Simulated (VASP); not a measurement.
# Mg (I4/mmm) in VASP: further runs, part 2 of 2

VASP 6.6.1. The steps go on from the part before.

## (3) Relaxation of cell and atoms, r2SCAN

This run uses another cell than the first one, of 23.00 Å³/atom.

POSCAR

```
Mg
1.0
   -1.8241270502      1.8241270502      1.7281581526
    1.8241270502     -1.8241270502      1.7281581526
    1.8241270502      1.8241270502     -1.7281581526
Mg
1
Direct
    0.0000000000      0.0000000000      0.0000000000
```

INCAR.step1

```
PREC = Accurate
ENCUT = 600
ISMEAR = -1
SIGMA = 0.15
LREAL = F
LASPH = T
NELM = 100
GGA = PE
ALGO = Normal
EDIFF = 1E-4
LWAVE = T
LCHARG = F
```

INCAR.step2

```
PREC = Accurate
ENCUT = 600
EDIFF = 1E-7
ISMEAR = -1
SIGMA = 0.15
LREAL = F
LASPH = T
NELM = 100
ALGO = Normal
ISIF = 3
LWAVE = F
LCHARG = F
METAGGA = R2SCAN
LMIXTAU = T
IBRION = 2
NSW = 80
EDIFFG = -0.001
ISTART = 1
```

KPOINTS

```
Automatic mesh
0
Gamma
  16 16 16
```

Potentials or basis: VASP PAW PBE potentials, release 64 (Mg).

Run with:

```console
$ cat potpaw_PBE.64/Mg/POTCAR > POTCAR
$ cp INCAR.step1 INCAR
$ mpirun -np 1 vasp_std > vasp.out
$ cp INCAR.step2 INCAR
$ mpirun -np 1 vasp_std > vasp.out
```

OUTCAR:

```text
PREC = Accurate
   ENCUT = 600
   EDIFF = 1E-7
   ISMEAR = -1
   LREAL = F
   LASPH = T
   NELM = 100
   ISIF = 3
   METAGGA = R2SCAN
   IBRION = 2
   NSW = 80
   EDIFFG = -0.001
   ISTART = 1

 ion  position               nearest neighbor table
   1  0.000  0.000  0.000-

  LATTYP: Found a body centered tetragonal cell.
 ALAT       =     3.6482541004
 C/A-ratio  =     0.9473891374

  Lattice vectors:

 A1 = (  -1.8241270502,   1.8241270502,   1.7281581526)
 A2 = (   1.8241270502,  -1.8241270502,   1.7281581526)
 A3 = (   1.8241270502,   1.8241270502,  -1.7281581526)

Analysis of symmetry for initial positions (statically):
=====================================================================
 Subroutine PRICEL returns:
 Original cell was already a primitive cell.

 Routine SETGRP: Setting up the symmetry group for a
 body centered tetragonal supercell.

 Subroutine GETGRP returns: Found 16 space group operations
 (whereof 16 operations were pure point group operations)
 out of a pool of 16 trial point group operations.

The static configuration has the point symmetry D_4h.

Analysis of symmetry for dynamics (positions and initial velocities):
=====================================================================
 Subroutine PRICEL returns:
 Original cell was already a primitive cell.

 Routine SETGRP: Setting up the symmetry group for a
 body centered tetragonal supercell.

 Subroutine GETGRP returns: Found 16 space group operations
 (whereof 16 operations were pure point group operations)
[... 136 lines left out ...]
 NGX is ok and might be reduce to    28
   NGX = 13   NGY = 13   NGZ = 13

--------------------------------------- Ionic step        1  -------------------------------------------

 number of electron       2.0000000 magnetization

 Free energy of the ion-electron system (eV)
  ---------------------------------------------------
  ext. energy  EPLUGINS =         0.00000000
  ---------------------------------------------------
  free energy    TOTEN  =        -4.13317396 eV

  energy without entropy =       -4.10326779  energy(sigma->0) =       -4.11822087

------------------------ aborting loop because EDIFF is reached ----------------------------------------

  FORCE on cell =-STRESS in cart. coord.  units (eV):
  Direction    XX          YY          ZZ          XY          YZ          ZX
  --------------------------------------------------------------------------------------
  -------------------------------------------------------------------------------------
  Total       -0.1441140     -0.1441140     -0.1189309      0.0000000      0.0000000      0.0000000
  in kB      -10.0383693    -10.0383693     -8.2842235      0.0000000      0.0000000      0.0000000
  external PRESSURE =      -9.4536541 kB  Pullay stress =       0.0000000 kB
[... 86 lines left out ...]
  FREE ENERGIE OF THE ION-ELECTRON SYSTEM (eV)
  ---------------------------------------------------
  free  energy   TOTEN  =        -4.1349600156 eV

  energy  without entropy=       -4.1054752198  energy(sigma->0) =       -4.12021762

[... ionic steps 4 to 11 ...]

--------------------------------------- Ionic step       12  -------------------------------------------

 number of electron       2.0000000 magnetization

------------------------ aborting loop because EDIFF is reached ----------------------------------------
[... 65 lines left out ...]
--------------------------------------- Ionic step       14  -------------------------------------------

 number of electron       2.0000000 magnetization

 Free energy of the ion-electron system (eV)
  ---------------------------------------------------
  ext. energy  EPLUGINS =         0.00000000
  ---------------------------------------------------
  free energy    TOTEN  =        -4.13556389 eV

  energy without entropy =       -4.10624304  energy(sigma->0) =       -4.12090347

 E-fermi :   2.8141     XC(G=0):  -9.1190

 val. band max:        2.8113174961   @ k =   0.3125   0.2500   0.1250
 cond. band min:       2.8148785376   @ k =   0.3125   0.3125   0.1250
 fundamental gap:      0.0035610414
 Fermi energy:         2.8141453503

 k-point     1 :       0.0000    0.0000    0.0000
  band No.  band energies     occupation
      1      -4.7166      2.00000
      2      16.8539      0.00000
      3      16.8539      0.00000
      4      16.8996      0.00000
      5      19.0781      0.00000
[... 177 lines left out ...]
 k-point    24 :      -0.0625    0.0625    0.0000
  band No.  band energies     occupation
      1      -4.6170      2.00000
      2      15.7350      0.00000
      3      16.3240      0.00000
      4      16.4236      0.00000
      5      18.2388      0.00000

 [... further k-points ...]

------------------------ aborting loop because EDIFF is reached ----------------------------------------

  FORCE on cell =-STRESS in cart. coord.  units (eV):
  Direction    XX          YY          ZZ          XY          YZ          ZX
  --------------------------------------------------------------------------------------
  -------------------------------------------------------------------------------------
  Total        0.0007874      0.0007874     -0.0009778     -0.0000000      0.0000000     -0.0000000
  in kB        0.0563189      0.0563189     -0.0699384     -0.0000000      0.0000000     -0.0000000
  external PRESSURE =       0.0142332 kB  Pullay stress =       0.0000000 kB
[... 16 lines left out ...]
  FREE ENERGIE OF THE ION-ELECTRON SYSTEM (eV)
  ---------------------------------------------------
  free  energy   TOTEN  =        -4.1355638929 eV

  energy  without entropy=       -4.1062430446  energy(sigma->0) =       -4.12090347

 reached required accuracy - stopping structural energy minimisation
```

OUTCAR.step1:

```text
PREC = Accurate
   ENCUT = 600
   ISMEAR = -1
   LREAL = F
   LASPH = T
   NELM = 100
[... 407 lines left out ...]

 POSITION                                       TOTAL-FORCE (eV/Angst)
 -----------------------------------------------------------------------------------
      0.00000      0.00000      0.00000        -0.000000     -0.000000      0.000000
 -----------------------------------------------------------------------------------
    total drift:                               -0.000000      0.000000      0.000000

  FREE ENERGIE OF THE ION-ELECTRON SYSTEM (eV)
  ---------------------------------------------------
  free  energy   TOTEN  =        -1.4937797815 eV

  energy  without entropy=       -1.4618080232  energy(sigma->0) =       -1.47779390
```

It took 21 min on 1 thread of Intel Xeon Platinum 8259CL at 2.50GHz (Skylake/Cascade Lake), shared host; peak memory 0.22 GiB.

What came out:

```
Free energy                           : -4.1356 eV
Relaxed volume                        : 22.40 Å³/atom
Relaxed cell                          : a = 3.076 Å, b = 3.076 Å, c = 3.076 Å, α = 109.53°, β = 109.53°, γ = 109.36°
Space group after relaxing (to 0.1 Å) : Im-3m (No. 229)
Energy gained by relaxing             : 2.4 meV/atom
Ionic steps                           : 14
Pressure after relaxing               : 0.0 GPa
Band gap on the k mesh                : zero (bands 1 and 2 overlap by 5.02 eV)
```

The path:
| step | energy change (eV) | largest force (eV/Å) | pressure (GPa) | volume (Å³) |
| --- | --- | --- | --- | --- |
| 1 | 0.0000 | 0.0000 | -0.95 | 23.00 |
| 2 | -0.0017 | 0.0000 | -0.22 | 22.55 |
| 3 | -0.0018 | 0.0000 | 0.00 | 22.43 |
| 4 | -0.0018 | 0.0000 | 0.02 | 22.42 |
| 5 | -0.0018 | 0.0000 | 0.02 | 22.41 |
| 6 | -0.0019 | 0.0000 | 0.02 | 22.41 |
| 7 | -0.0021 | 0.0000 | 0.02 | 22.40 |
| 8 | -0.0023 | 0.0000 | 0.05 | 22.37 |
| 9 | -0.0022 | 0.0000 | 0.17 | 22.30 |
| 10 | -0.0024 | 0.0000 | 0.09 | 22.35 |
| 11 | -0.0020 | 0.0000 | -0.44 | 22.66 |
| 12 | -0.0024 | 0.0000 | 0.01 | 22.40 |
| 13 | -0.0024 | 0.0000 | 0.01 | 22.40 |
| 14 | -0.0024 | 0.0000 | 0.00 | 22.40 |

Final structure:
```
Mg
1.0
    -1.77456    1.77456    1.77830
     1.77456   -1.77456    1.77830
     1.77456    1.77456   -1.77830
Mg
1
Direct
  0.00000 0.00000 0.00000
```

Caveat: the PAW data sets were made with another functional, which shifts forces and pressure a little.

The gap in the log of VASP goes by the Fermi energy; the results here count the filled bands.